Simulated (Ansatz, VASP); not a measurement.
One calculation of WBr2F2, two programs

File INCAR:

```
SYSTEM = WBr2F2
PREC = Accurate
ENCUT = 600
EDIFF = 1E-6
ISMEAR = 0
SIGMA = 0.1
LREAL = .FALSE.
LASPH = .TRUE.
NELM = 150
ALGO = Normal
ISIF = 3
LWAVE = .FALSE.
LCHARG = .FALSE.
ISPIN = 2
MAGMOM = 1.4 0 0 0 0
LORBIT = 11
LMAXMIX = 4
GGA = PE
IBRION = 2
NSW = 90
EDIFFG = -0.04
```

Contents of KPOINTS:

```
Automatic mesh
0
G
  6 6 4
  0 0 0
```

POSCAR

```
WBr2F2
1.0
    4.3887321912      0.0000000000      0.0000000000
   -2.1943660956      3.8007535680      0.0000000000
    0.0000000000      0.0000000000      5.2521792154
W Br F
1 2 2
Direct
    0.6666666667      0.3333333333      0.0000000000
    0.6666666667      0.3333333333      0.5000000000
    0.3333333333      0.6666666667      0.0000000000
    0.0000000000      0.0000000000      0.7850445772
    0.0000000000      0.0000000000      0.2149554228
```

Input for Ansatz:

```yaml
crystal:
  lattice:
    - [4.3887321912, 0.0, 0.0]
    - [-2.1943660956, 3.800753568, 0.0]
    - [0.0, 0.0, 5.2521792154]
  atoms:
    - { symbol: W, position: [0.6666666667, 0.3333333333, 0.0], spin: 1.4 }
    - { symbol: Br, position: [0.6666666667, 0.3333333333, 0.5] }
    - { symbol: Br, position: [0.3333333333, 0.6666666667, 0.0] }
    - { symbol: F, position: [0.0, 0.0, 0.7850445772] }
    - { symbol: F, position: [0.0, 0.0, 0.2149554228] }
basis:
  ecutwfc: 420
kpoints:
  mp_grid: { grid: [6, 6, 4] }
hamiltonian:
  xc: pbe
scf:
  occupations: { method: gaussian, width: 0.1 }
  lower_state_search: "off"
output:
  forces: true
  stress: true
  eigenvalues: true
  populations: true
magnetization:
  spin_polarized: true
relax:
  adjacent_minimum: "off"
  f_tol: 0.04
  max_steps: 70
  cell: { stress_tol: 0.4 }
```

Change from the starting cell: species swapped into the Sr2ZnAs2 type (P-6m2, No. 187).

Alike in both runs: task relaxation of cell and atoms; functional PBE; k mesh 6 × 6 × 4; occupations gaussian, width 0.1 eV; collinear spin.

```csv
,VASP,Ansatz
version,VASP 6.6.1,Ansatz 0.2.0
potentials or method,"VASP PAW PBE potentials, release 64 (W_sv, Br, F), cutoff 600 eV","scalar-relativistic, plane waves, PAW"
valence electrons in the cell,42,42
```

|  | VASP | Ansatz | Ansatz less VASP |
| --- | --- | --- | --- |
| gap on the k mesh at the Fermi level, each at its own relaxed structure (eV) | none | none | - |
| net moment per atom (μB) | 0.39 | 0.39 | +0.001 |
| size of the moment on the site where the two differ most (μB) | 1.59 | 1.34 | -0.253 |
| relaxed volume (Å³/atom) | 17.43 | 17.46 | +0.030 |
| relaxed length of the cell vector where the two differ most in proportion (Å) | 4.379 | 4.384 | +0.0044 |

Site moments also hang on the region over which each program counts them. A gap of «none» marks a metal or a gap that the smearing closes.

Spin-orbit coupling is off throughout.
